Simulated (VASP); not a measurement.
# Al in VASP: single point with PBE

Aim: the single point of Al with PBE.

All numbers are computed with VASP 6.6.1; they aren't measurements. Logs are shortened: lines on timing, memory, paths and dates and some standing lists are left out, and cuts for length are marked.

## Step 1: The cell of the first run

The cell holds a slab with vacuum, 12 atoms: a = 5.714 Å, b = 5.714 Å, c = 20.101 Å, α = 90.00°, β = 90.00°, γ = 120.00°.

## Step 2: Single point, PBE

INCAR

```
ALGO     = Normal         # electronic algorithm
DIPOL    = 0.5 0.5 0.313
EDIFF    = 1E-6           # SCF threshold, eV
ENCUT    = 400            # plane-wave cutoff, eV
GGA      = PE             # functional
GGA_COMPAT= False        
IDIPOL   = 3            
ISIF     = 2              # what is computed and relaxed
ISMEAR   = 0              # smearing method
LASPH    = True           # aspherical terms in the spheres
LCHARG   = False          # write CHGCAR
LDIPOL   = True         
LREAL    = False          # projectors in reciprocal space
LWAVE    = False          # write WAVECAR
NBANDS   = 30             # bands
NELM     = 120            # most SCF steps
NELMDL   = -8           
PREC     = Accurate       # precision mode
SIGMA    = 0.1            # smearing width, eV
```

KPOINTS

```
k-points
0
Gamma
  6 6 1
```

POSCAR

```
Al
1.0
    5.7135165837      0.0000000000      0.0000000000
   -2.8567582918      4.9480505064      0.0000000000
    0.0000000000      0.0000000000     20.1013782189
Al
12
Direct
    0.3333333333      0.1666666667      0.1989913307
    0.3333333333      0.6666666667      0.1989913307
    0.8333333333      0.1666666667      0.1989913307
    0.8333333333      0.6666666667      0.1989913307
    0.1666666667      0.3333333333      0.3134471524
    0.1666666667      0.8333333333      0.3134471524
    0.6666666667      0.3333333333      0.3134471524
    0.6666666667      0.8333333333      0.3134471524
    0.0000000000      0.0000000000      0.4278999243
    0.0000000000      0.5000000000      0.4278999243
    0.5000000000      0.0000000000      0.4278999243
    0.5000000000      0.5000000000      0.4278999243
```

Potentials or basis: VASP PAW PBE potentials, release 64 (Al).

Command:

```sh
> cat potpaw_PBE.64/Al/POTCAR > POTCAR
> mpirun -np 1 vasp_std > vasp.out
```

OUTCAR:

```text
EDIFF = 1E-6
   ENCUT = 400
   GGA = PE
   ISIF = 2
   ISMEAR = 0
   LASPH = True
   LREAL = False
   NELM = 120
   NELMDL = -8
   PREC = Accurate

 ion  position               nearest neighbor table
   1  0.333  0.167  0.199-   5 2.83   6 2.83   7 2.83   2 2.86   2 2.86   3 2.86   3 2.86   4 2.86
                             4 2.86
   2  0.333  0.667  0.199-   6 2.83   5 2.83   8 2.83   1 2.86   1 2.86   4 2.86   4 2.86   3 2.86
                             3 2.86
   3  0.833  0.167  0.199-   7 2.83   8 2.83   5 2.83   4 2.86   4 2.86   1 2.86   1 2.86   2 2.86
                             2 2.86
   4  0.833  0.667  0.199-   8 2.83   7 2.83   6 2.83   3 2.86   3 2.86   2 2.86   2 2.86   1 2.86
                             1 2.86
   5  0.167  0.333  0.313-   9 2.83  12 2.83  10 2.83   1 2.83   2 2.83   3 2.83   6 2.86   6 2.86
                             7 2.86   7 2.86   8 2.86   8 2.86
   6  0.167  0.833  0.313-  10 2.83  11 2.83   9 2.83   2 2.83   1 2.83   4 2.83   5 2.86   5 2.86
                             8 2.86   8 2.86   7 2.86   7 2.86
   7  0.667  0.333  0.313-  11 2.83  10 2.83  12 2.83   3 2.83   4 2.83   1 2.83   8 2.86   8 2.86
                             5 2.86   5 2.86   6 2.86   6 2.86
   8  0.667  0.833  0.313-  12 2.83   9 2.83  11 2.83   4 2.83   3 2.83   2 2.83   7 2.86   7 2.86
                             6 2.86   6 2.86   5 2.86   5 2.86
   9  0.000  0.000  0.428-   5 2.83   8 2.83   6 2.83  10 2.86  10 2.86  11 2.86  11 2.86  12 2.86
[... 14 lines left out ...]
 A1 = (   5.7135165837,   0.0000000000,   0.0000000000)
 A2 = (  -2.8567582918,   4.9480505064,   0.0000000000)
 A3 = (   0.0000000000,   0.0000000000,  20.1013782189)

Analysis of symmetry for initial positions (statically):
=====================================================================
 Subroutine PRICEL returns following result:

  LATTYP: Found a hexagonal cell.
 ALAT       =     2.8567582918
 C/A-ratio  =     7.0364294649

  Lattice vectors:

 A1 = (   2.8567582919,   0.0000000000,   0.0000000000)
 A2 = (  -1.4283791459,   2.4740252532,   0.0000000000)
 A3 = (   0.0000000000,   0.0000000000,  20.1013782189)

   4 primitive cells build up your supercell.

 Routine SETGRP: Setting up the symmetry group for a
 hexagonal supercell.

 Subroutine GETGRP returns: Found 12 space group operations
 (whereof  6 operations were pure point group operations)
 out of a pool of 24 trial point group operations.

The static configuration has the point symmetry C_3v.
 The point group associated with its full space group is D_3d.

Analysis of symmetry for dynamics (positions and initial velocities):
=====================================================================
 Subroutine PRICEL returns following result:

  LATTYP: Found a hexagonal cell.
 ALAT       =     2.8567582918
 C/A-ratio  =     7.0364294649

  Lattice vectors:

 A1 = (   2.8567582919,   0.0000000000,   0.0000000000)
 A2 = (  -1.4283791459,   2.4740252532,   0.0000000000)
 A3 = (   0.0000000000,   0.0000000000,  20.1013782189)

   4 primitive cells build up your supercell.

 Routine SETGRP: Setting up the symmetry group for a
 hexagonal supercell.

 Subroutine GETGRP returns: Found 12 space group operations
 (whereof  6 operations were pure point group operations)
 out of a pool of 24 trial point group operations.

The dynamic configuration has the point symmetry C_3v.
 The point group associated with its full space group is D_3d.

 Subroutine INISYM returns: Found 12 space group operations
 (whereof  6 operations are pure point group operations),
 and found     4 'primitive' translations

----------------------------------------------------------------------------------------

                                     Primitive cell

  volume of cell :     142.0704

  direct lattice vectors                    reciprocal lattice vectors
     2.856758292  0.000000000  0.000000000     0.350047116  0.202099796  0.000000000
    -1.428379146  2.474025253  0.000000000     0.000000000  0.404199593  0.000000000
     0.000000000  0.000000000 20.101378219     0.000000000  0.000000000  0.049747833

  length of vectors
     2.856758292  2.856758292 20.101378219     0.404199593  0.404199593  0.049747833

  position of ions in fractional coordinates (direct lattice)
     0.666666667  0.333333333  0.198991331
     0.333333333  0.666666667  0.313447152
     1.000000000  0.000000000  0.427899924

  ion indices of the primitive-cell ions
[... 24 lines left out ...]
     0.000000000  0.000000000  0.000000000

 Subroutine IBZKPT returns following result:
 ===========================================

 Found      7 irreducible k-points:

 Following reciprocal coordinates:
            Coordinates               Weight
  0.000000  0.000000  0.000000      1.000000
  0.166667 -0.000000  0.000000      6.000000
  0.333333 -0.000000  0.000000      6.000000
  0.500000 -0.000000  0.000000      3.000000
  0.166667  0.166667  0.000000      6.000000
  0.333333  0.166667  0.000000     12.000000
  0.333333  0.333333  0.000000      2.000000
   k-points           NKPTS =      7   k-points in BZ     NKDIM =      7   number of bands    NBANDS=     30
   number of dos      NEDOS =    301   number of ions     NIONS =     12
   total plane-waves  NPLWV = 224000
   dimension x,y,z NGX =    40 NGY =   40 NGZ =  140
   dimension x,y,z NGXF=    80 NGYF=   80 NGZF=  280
   ions per type =              12
   NGX,Y,Z   is equivalent  to a cutoff of  11.64, 11.64, 11.58 a.u.
   NGXF,Y,Z  is equivalent  to a cutoff of  23.28, 23.28, 23.16 a.u.
 SYSTEM =  unknown system
   PREC   = accura    normal or accurate (medium, high low for compatibility)
   ISTART =      0    job   : 0-new  1-cont  2-samecut
   ICHARG =      2    charge: 1-file 2-atom 10-const
   ISPIN  =      1    spin polarized calculation?
   LNONCOLLINEAR =      F non collinear calculations
   LSORBIT =      F    spin-orbit coupling
   LASPH  =      T    aspherical Exc in radial PAW
   ENCUT  =  400.0 eV  29.40 Ry    5.42 a.u.   9.32  9.32 32.78*2*pi/ulx,y,z
   NELM   =    120;   NELMIN=  2; NELMDL= -8     # of ELM steps
   EDIFF  = 0.1E-05   stopping-criterion for ELM
   LREAL  =      F    real-space projection
   EDIFFG = 0.1E-04   stopping-criterion for IOM
   NSW    =      0    number of steps for IOM
   IBRION =     -1    ionic relax: 0-MD 1-quasi-New 2-CG
   NFREE  =      0    steps in history (QN), initial steepest desc. (CG)
   ISIF   =      2    stress and relaxation
   ISYM   =      2    0-nonsym 1-usesym 2-fastsym
   POTIM  = 0.5000    time-step for ionic-motion
   TEBEG  =    0.0;   TEEND  =   0.0 temperature during run
   PSTRESS=    0.0 pullay stress
   NELECT =      36.0000    total number of electrons
   NUPDOWN=      -1.0000    fix difference up-down
   EMIN   =  10.00;   EMAX   =-10.00  energy-range for DOS
   EFERMI =   0.00;   METHOD = LEGACY
   ISMEAR =     0;   SIGMA  =   0.10  broadening in eV -4-tet -1-fermi 0-gaus
   EFERMI_NEDOS =   21; number of points for ismear=-14 and -15
   IALGO  =     38    algorithm
   IMIX   =      4    mixing-type and parameters
     AMIX     =   0.40;   BMIX     =  1.00
     AMIX_MAG =   1.60;   BMIX_MAG =  1.00
  volume/ion in A,a.u.               =      47.36       319.58
  Fermi-wavevector in a.u.,A,eV,Ry     =   0.652611  1.233256  5.794740  0.425901
  Thomas-Fermi vector in A             =   1.722587
   LORBIT       =      0    0 simple, 1 ext, 2 COOP (PROOUT), +10 PAW based schemes
   GGA     = PE    functional components
   LHFCALC =     F    Hartree Fock is set to
   AEXX    =    0.0000 exact exchange contribution
   IVDW    =     0    specifies the selected vdW correction
   LEPSILON=     F    determine dielectric tensor
   LRPA    =     F    only Hartree local field effects (RPA)
 non-spin polarized calculation
 Gauss-broadening in eV      SIGMA  =   0.10
  energy-cutoff  :      400.00
  volume of cell :      568.28
 maximum number of plane-waves:     10340
 NGX is ok and might be reduce to    40
   NGX = 19   NGY = 19   NGZ = 65

 dipolmoment           0.000000      0.000000      0.000274 electrons x Angstroem

 number of electron      36.0000000 magnetization

 dipolmoment           0.000000      0.000000     -0.000377 electrons x Angstroem

 Free energy of the ion-electron system (eV)
  ---------------------------------------------------
  ext. energy  EPLUGINS =         0.00000000
  ---------------------------------------------------
  free energy    TOTEN  =       -42.12375527 eV

  energy without entropy =      -42.09237758  energy(sigma->0) =      -42.10806642

 E-fermi :   0.2745     XC(G=0):  -4.4202

 val. band max:        0.2563922349   @ k =   0.3333   0.1667   0.0000
 cond. band min:       0.3237795989   @ k =   0.1667   0.1667   0.0000
 fundamental gap:      0.0673873640
 Fermi energy:         0.2744804737

 k-point     1 :       0.0000    0.0000    0.0000
  band No.  band energies     occupation
      1     -10.2993      2.00000
      2      -8.5904      2.00000
      3      -5.8888      2.00000
      4      -4.4226      2.00000
      5      -4.4226      2.00000
      6      -4.4226      2.00000
[... 220 lines left out ...]
     29       3.6165      0.00000
     30       3.6165      0.00000

------------------------ aborting loop because EDIFF is reached ----------------------------------------

 vacuum level on the upper side and lower side of the slab       (xc-potential included)        -0.123        -0.124

  FORCE on cell =-STRESS in cart. coord.  units (eV):
  Direction    XX          YY          ZZ          XY          YZ          ZX
  --------------------------------------------------------------------------------------
  -------------------------------------------------------------------------------------
  Total       -2.7696275     -2.7696275     -0.1003251     -0.0000000      0.0000000      0.0000000
  in kB       -7.8085159     -7.8085159     -0.2828503     -0.0000000      0.0000000      0.0000000
  external PRESSURE =      -5.2999607 kB  Pullay stress =       0.0000000 kB

 VOLUME and BASIS-vectors are now :
 -----------------------------------------------------------------------------
  energy-cutoff  :      400.00
  volume of cell :      568.28
      direct lattice vectors                 reciprocal lattice vectors
     5.713516584  0.000000000  0.000000000     0.175023558  0.101049898  0.000000000
    -2.856758292  4.948050506  0.000000000     0.000000000  0.202099796  0.000000000
     0.000000000  0.000000000 20.101378219     0.000000000  0.000000000  0.049747833

 POSITION                                       TOTAL-FORCE (eV/Angst)
 -----------------------------------------------------------------------------------
      1.42838      0.82468      4.00000        -0.000000      0.000000      0.003939
     -0.00000      3.29870      4.00000         0.000000     -0.000000      0.003939
      4.28514      0.82468      4.00000        -0.000000     -0.000000      0.003939
      2.85676      3.29870      4.00000        -0.000000     -0.000000      0.003939
      0.00000      1.64935      6.30072        -0.000000     -0.000000      0.000000
     -1.42838      4.12338      6.30072        -0.000000      0.000000     -0.000000
      2.85676      1.64935      6.30072         0.000000      0.000000      0.000000
      1.42838      4.12338      6.30072        -0.000000      0.000000     -0.000000
      0.00000      0.00000      8.60138         0.000000     -0.000000     -0.003939
     -1.42838      2.47403      8.60138         0.000000      0.000000     -0.003939
      2.85676      0.00000      8.60138         0.000000     -0.000000     -0.003939
      1.42838      2.47403      8.60138         0.000000      0.000000     -0.003939
 -----------------------------------------------------------------------------------
    total drift:                                0.000000     -0.000000     -0.009287

  FREE ENERGIE OF THE ION-ELECTRON SYSTEM (eV)
  ---------------------------------------------------
  free  energy   TOTEN  =       -42.1237552687 eV

  energy  without entropy=      -42.0923775772  energy(sigma->0) =      -42.10806642

 vacuum level on the upper side and lower side of the slab         4.103         4.103
```

Run time: 6.8 min. Hardware: 1 thread of AMD EPYC, shared host; peak memory 0.45 GiB.

Results:

- Free energy: -42.1238 eV
- Largest force: 0.004 eV/Å
- Band gap on the k mesh: zero (bands 18 and 19 overlap by 1.02 eV)

Forces in eV/Å, atoms in the order of the input:
```
Al   0.000  0.000  0.004
Al   0.000  0.000  0.004
Al   0.000  0.000  0.004
Al   0.000  0.000  0.004
Al   0.000  0.000  0.000
Al   0.000  0.000  0.000
Al   0.000  0.000  0.000
Al   0.000  0.000  0.000
Al   0.000  0.000 -0.004
Al   0.000  0.000 -0.004
Al   0.000  0.000 -0.004
Al   0.000  0.000 -0.004
```

Levels at points of the mesh, in eV from the Fermi level:
```csv
k point,band 14,band 15,band 16,band 17,band 18,band 19,band 20,band 21,band 22,band 23
"(0.00, 0.00, 0.00)",-2.74,-2.74,-2.74,-0.39,-0.39,-0.39,-0.15,-0.15,-0.15,0.50
"(0.50, 0.00, 0.00)",-1.64,-0.49,-0.49,-0.22,-0.22,0.94,0.94,1.32,1.32,1.65
```

The gap in the log of VASP goes by the Fermi energy; the results here count the filled bands.